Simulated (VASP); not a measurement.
A run of VASP 6.6.1:

File INCAR:

```
SYSTEM = BAs
PREC     = Accurate       ! precision mode
ENCUT    = 600            ! plane-wave cutoff, eV
EDIFF    = 1E-6           ! SCF threshold, eV
ISMEAR   = -1             ! smearing method
SIGMA    = 0.05           ! smearing width, eV
LREAL    = .False.        ! projectors in reciprocal space
LASPH    = .True.         ! aspherical terms in the spheres
NELM     = 100            ! most SCF steps
ALGO     = Normal         ! electronic algorithm
ISIF     = 3              ! what is computed and relaxed
LWAVE    = .False.        ! write WAVECAR
LCHARG   = .False.        ! write CHGCAR
GGA      = PE             ! functional
IBRION   = 2              ! ionic algorithm
NSW      = 60             ! ionic steps
EDIFFG   = -0.01          ! ionic threshold
PSTRESS  = 300.0
```

KPOINTS

```
regular mesh
0
Gamma
  8 8 8
  0 0 0
```

File POSCAR:

```
BAs
1.0
    3.2358670400      0.0000000000      0.0000000000
    0.0000000000      3.2358670400      0.0000000000
    0.0000000000      0.0000000000      3.2358670400
B As
1 1
Direct
    0.0000000000      0.0000000000      0.0000000000
    0.5000000000      0.5000000000      0.5000000000
```

Potentials or basis: VASP PAW PBE potentials, release 64 (B, As).

Launch:

```sh
$ cat potpaw_PBE.64/B/POTCAR potpaw_PBE.64/As/POTCAR > POTCAR
$ mpirun -np 1 vasp_std > vasp.out
```

Hardware: 1 thread of AMD EPYC 7R13, on a shared host.

Question: How long does it take, and how much memory?

Answer: Run time: 72 s on 1 thread of AMD EPYC 7R13, on a shared host, peak memory 0.14 GiB. Counts: scf iterations 48, k points 35, ion steps 7.
